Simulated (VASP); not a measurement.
Crystal: CdS.

```
Cd S
1.0
     4.17031    0.00000    0.00000
    -2.08516    3.61160    0.00000
     0.00000    0.00000    5.21261
Cd S
2 2
Direct
  0.33333 0.66667 0.25000
  0.66667 0.33333 0.75000
  0.66667 0.33333 0.25000
  0.33333 0.66667 0.75000
```

- Program: VASP 6.6.1
- Task: relaxation of cell and atoms
- Functional: PBE
- Potentials or basis: VASP PAW PBE potentials, release 64 (Cd, S)
- Cutoff: 600 eV
- k mesh: 6 × 6 × 4
- Occupations: fermi-dirac, width 0.02 eV
- Spin: no spin polarisation

At the start: pressure 23.4 GPa; volume 19.63 Å³/atom.

**Question.** How do energy, volume and symmetry change on relaxing?

**Answer.** Over 10 steps the energy falls by 309.1 meV/atom and the volume is 24.92 Å³/atom (+27.0 %); space group P6_3/mmc (No. 194, to 0.1 Å) before and after.

Step by step:
| step | energy change (eV) | largest force (eV/Å) | pressure (GPa) | volume (Å³) |
| --- | --- | --- | --- | --- |
| 1 | 0.0000 | 0.0000 | 23.41 | 78.51 |
| 2 | -0.8510 | 0.0000 | -6.30 | 115.80 |
| 3 | -1.2213 | 0.0000 | 0.01 | 99.23 |
| 4 | -1.2211 | 0.0000 | -0.24 | 99.68 |
| 5 | -1.2291 | 0.0000 | -0.18 | 99.67 |
| 6 | -1.2365 | 0.0000 | 0.06 | 99.61 |
| 7 | -1.2365 | 0.0000 | 0.07 | 99.61 |
| 8 | -1.2365 | 0.0000 | -0.04 | 99.83 |
| 9 | -1.2365 | 0.0000 | -0.04 | 99.73 |
| 10 | -1.2365 | 0.0000 | 0.01 | 99.69 |

Final structure:
```
Cd S
1.0
     4.44126    0.00000    0.00000
    -2.22063    3.84625    0.00000
     0.00000    0.00000    5.83565
Cd S
2 2
Cartesian
  0.0000 2.5642 1.4589
  2.2206 1.2821 4.3767
  2.2206 1.2821 1.4589
  0.0000 2.5642 4.3767
```

Caveat: the volume moved by over 15 % at a fixed basis, so the end points are rough.
